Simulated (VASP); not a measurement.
A run of VASP 6.6.1:

The input INCAR:

```
SYSTEM = BeS
ALGO = Normal
EDIFF = 1E-6
ENCUT = 600
GGA = PS
GGA_COMPAT = .False.
ISIF = 2
ISMEAR = 0
LASPH = .True.
LCHARG = .True.
LELF = .True.
LREAL = .False.
LVHAR = .True.
LWAVE = .False.
NBANDS = 11
NELM = 120
PREC = Accurate
SIGMA = 0.01
```

KPOINTS

```
k-points
0
Gamma
  8 8 8
  0 0 0
```

File POSCAR:

```
BeS
1.0
    0.0000000000      2.4250000000      2.4250000000
    2.4250000000      0.0000000000      2.4250000000
    2.4250000000      2.4250000000      0.0000000000
Be S
1 1
Direct
    0.0000000000      0.0000000000      0.0000000000
    0.7500000000      0.7500000000      0.7500000000
```

Potentials or basis: VASP PAW PBE potentials, release 64 (Be, S).

Launch:

```console
$ cat potpaw_PBE.64/Be/POTCAR potpaw_PBE.64/S/POTCAR > POTCAR
$ mpirun -np 1 vasp_std > vasp.out
```

Hardware: 1 thread of Intel(R) Xeon(R) Platinum 8375C CPU @ 2.90GHz (Ice Lake), with other jobs on the host.

Problem. Estimate the wall time of this run.

Solution. Wall time 9.8 s on 1 thread of Intel(R) Xeon(R) Platinum 8375C CPU @ 2.90GHz (Ice Lake) (shared host), peak memory 0.15 GiB. Counts: scf iterations 12, k points 29.
